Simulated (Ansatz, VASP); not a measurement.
# One calculation of Ti3Al, two programs

The input INCAR:

```
PREC = Accurate
ENCUT = 520
EDIFF = 1E-6
ISMEAR = -1
SIGMA = 0.05
LREAL = F
LASPH = T
NELM = 60
ALGO = Fast
ISIF = 2
LWAVE = F
LCHARG = T
LELF = T
LVHAR = T
NBANDS = 28
```

KPOINTS

```
Automatic mesh
0
Gamma
  10 10 3
```

The input POSCAR:

```
Ti3Al
1.0
    2.9469304848      0.0000000000      0.0000000000
   -1.4734652423      2.5521166630      0.0000000000
    0.0000000000      0.0000000000      9.2874655158
Ti Al
3 1
Direct
    0.3333333333      0.6666666667      0.2494060000
    0.3333333333      0.6666666667      0.7505940000
    0.6666666667      0.3333333333      0.0000000000
    0.6666666667      0.3333333333      0.5000000000
```

File input.yaml:

```yaml
crystal:
  lattice:
    - [2.9469304848, 0.0, 0.0]
    - [-1.4734652423, 2.552116663, 0.0]
    - [0.0, 0.0, 9.2874655158]
  atoms:
    - { symbol: Ti, position: [0.3333333333, 0.6666666667, 0.249406] }
    - { symbol: Ti, position: [0.3333333333, 0.6666666667, 0.750594] }
    - { symbol: Ti, position: [0.6666666667, 0.3333333333, 0.0] }
    - { symbol: Al, position: [0.6666666667, 0.3333333333, 0.5] }
kpoints:
  mp_grid: { grid: [10, 10, 3] }
scf:
  occupations: { method: fermi_dirac, width: 0.05 }
hamiltonian:
  xc: lda
  pseudopotentials: { kind: all_electron, lapw: { basis_error: 0.002 } }
output:
  forces: true
  stress: true
  eigenvalues: true
```

Change from the starting cell: volume scaled by 1.02.

Alike in both runs: task single point; functional LDA; k mesh 10 × 10 × 3; occupations fermi-dirac, width 0.05 eV; no spin polarisation.

|  | VASP | Ansatz |
| --- | --- | --- |
| version | VASP 6.6.1 | Ansatz 0.2.0 |
| potentials or method | VASP PAW LDA potentials, release 64 (Ti_sv, Al), cutoff 520 eV | all-electron LAPW, scalar-relativistic |

Ansatz gave:

* gap on the k mesh at the Fermi level (eV): none
* pressure (GPa): -8.9
* traceless stress, the component that is largest in VASP (GPa): -0.11
* rms of the force components (eV/Å): 0.061

Question: What did VASP give for the same quantities?

Answer: gap on the k mesh at the Fermi level (eV): none; pressure (GPa): -8.8; traceless stress, the component that is largest in VASP (GPa): -0.07; rms of the force components (eV/Å): 0.063.

LDA's correlation is that of Perdew and Zunger in VASP and of Perdew and Wang (1992) in Ansatz. Atom by atom the forces differ by 0.002 eV/Å (rms over components). A gap of «none» marks a metal or a gap that the smearing closes. Ansatz ran all-electron here, and VASP with PAW potentials.
